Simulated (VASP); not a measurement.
Set up this calculation in VASP 6.6.1, as the native input.

| Quantity | Value |
| --- | --- |
| Task | single point |
| Functional | r2SCAN |
| Potentials or basis | VASP PAW PBE potentials, release 64 (Si, O) |
| Cutoff | 520 eV |
| k mesh | 8 × 8 × 11 |
| Occupations | fermi-dirac, width 0.08 eV |
| Spin | no spin polarisation |
| Dipole correction | no |
| Further INCAR settings | ALGO = Normal; EDIFF = 1e-07; NBANDS = 25 |

Crystal: SiO2 (rutile type).

```
Si O
1.0
     4.08533    0.00000    0.00000
     0.00000    4.08533    0.00000
     0.00000    0.00000    2.63282
Si O
2 4
Direct
  0.00000 0.00000 0.00000
  0.50000 0.50000 0.50000
  0.30391 0.30391 0.00000
  0.69609 0.69609 0.00000
  0.80391 0.19609 0.50000
  0.19609 0.80391 0.50000
```

The input as run:

POSCAR

```
SiO2
1.0
    4.0853270094      0.0000000000      0.0000000000
    0.0000000000      4.0853270094      0.0000000000
    0.0000000000      0.0000000000      2.6328208139
Si O
2 4
Direct
    0.0000000000      0.0000000000      0.0000000000
    0.5000000000      0.5000000000      0.5000000000
    0.3039105945      0.3039105945      0.0000000000
    0.6960894055      0.6960894055      0.0000000000
    0.8039105945      0.1960894055      0.5000000000
    0.1960894055      0.8039105945      0.5000000000
```

INCAR.step1

```
SYSTEM = SiO2
PREC = Accurate
ENCUT = 520
ISMEAR = -1
SIGMA = 0.08
LREAL = .False.
LASPH = .True.
NELM = 80
NBANDS = 25
GGA = PE
ALGO = Normal
EDIFF = 1E-4
LWAVE = .True.
LCHARG = .False.
```

INCAR.step2

```
SYSTEM = SiO2
PREC = Accurate
ENCUT = 520
EDIFF = 1E-7
ISMEAR = -1
SIGMA = 0.08
LREAL = .False.
LASPH = .True.
NELM = 80
ALGO = Normal
ISIF = 2
LWAVE = .False.
LCHARG = .False.
METAGGA = R2SCAN
LMIXTAU = .True.
NBANDS = 25
ISTART = 1
```

KPOINTS

```
Automatic mesh
0
Gamma
  8 8 11
  0 0 0
```

Potentials or basis: VASP PAW PBE potentials, release 64 (Si, O).

Command:

```bash
$ cat potpaw_PBE.64/Si/POTCAR potpaw_PBE.64/O/POTCAR > POTCAR
$ cp INCAR.step1 INCAR
$ mpirun -np 1 vasp_std > vasp.out
$ cp INCAR.step2 INCAR
$ mpirun -np 1 vasp_std > vasp.out
```

Results of the run:

The pressure is 22.5 GPa, the largest force is 0.018 eV/Å and the band gap on the k mesh is 7.58 eV, direct.

Caveat: the PAW data sets were made with another functional, which shifts forces and pressure a little.

Wall time 5.1 min on 1 thread of Intel(R) Xeon(R) Platinum 8488C (Sapphire Rapids) (shared host), peak memory 0.19 GiB.
